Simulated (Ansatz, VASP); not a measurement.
## TiB2 in VASP and in Ansatz

Contents of INCAR:

```
ALGO     = Normal         # electronic algorithm
EDIFF    = 1E-6           # SCF threshold, eV
ENCUT    = 520            # plane-wave cutoff, eV
GGA      = PE             # functional
ISIF     = 2              # what is computed and relaxed
ISMEAR   = 0              # smearing method
ISPIN    = 2              # spin polarisation
LASPH    = True           # aspherical terms in the spheres
LCHARG   = True           # write CHGCAR
LELF     = True           # ELF
LMAXMIX  = 4              # l up to which the mixer works
LORBIT   = 11             # projections on sites
LREAL    = False          # projectors in reciprocal space
LVHAR    = True         
LWAVE    = False          # write WAVECAR
MAGMOM   = 1 0 0          # initial moments
NBANDS   = 20             # bands
NELM     = 150            # most SCF steps
PREC     = Accurate       # precision mode
SIGMA    = 0.1            # smearing width, eV
```

Contents of KPOINTS:

```
k-points
0
Gamma
  6 6 6
```

POSCAR

```
TiB2
1.0
    3.0330394025      0.0000000000      0.0000000000
   -1.5165197013      2.6266891732      0.0000000000
    0.0000000000      0.0000000000      3.2192489855
Ti B
1 2
Direct
    0.0000000000      0.0000000000      0.0000000000
    0.6666666667      0.3333333333      0.5000000000
    0.3333333333      0.6666666667      0.5000000000
```

Input for Ansatz:

```yaml
crystal:
  lattice:
    - [3.0330394025, 0.0, 0.0]
    - [-1.5165197013, 2.6266891732, 0.0]
    - [0.0, 0.0, 3.2192489855]
  atoms:
    - { symbol: Ti, position: [0.0, 0.0, 0.0], spin: 1.0 }
    - { symbol: B, position: [0.6666666667, 0.3333333333, 0.5] }
    - { symbol: B, position: [0.3333333333, 0.6666666667, 0.5] }
basis:
  ecutwfc: 420
kpoints:
  mp_grid: { grid: [6, 6, 6] }
hamiltonian:
  xc: pbe
scf:
  occupations: { method: gaussian, width: 0.1 }
  lower_state_search: "off"
output:
  forces: true
  stress: true
  eigenvalues: true
  populations: true
magnetization:
  spin_polarized: true
```

Alike in both runs: task single point; functional PBE; k mesh 6 × 6 × 6; occupations gaussian, width 0.1 eV; collinear spin.

```csv
,VASP,Ansatz
version,VASP 6.6.1,Ansatz 0.2.0
potentials or method,"VASP PAW PBE potentials, release 64 (Ti_sv, B), cutoff 520 eV","scalar-relativistic, plane waves, PAW"
valence electrons in the cell,18,18
```

|  | VASP | Ansatz | Ansatz less VASP |
| --- | --- | --- | --- |
| gap on the k mesh at the Fermi level (eV) | none | none | - |
| pressure (GPa) | 0.7 | 0.4 | -0.22 |
| traceless stress, the component that is largest in VASP (GPa) | -0.70 | -0.72 | -0.018 |
| net moment per atom (μB) | 0.00 | 0.00 | 0.000 |

A gap of «none» marks a metal or a gap that the smearing closes. Ansatz's warnings: seeded moment not kept.

The k mesh is coarse, so the values compare programs but aren't converged.
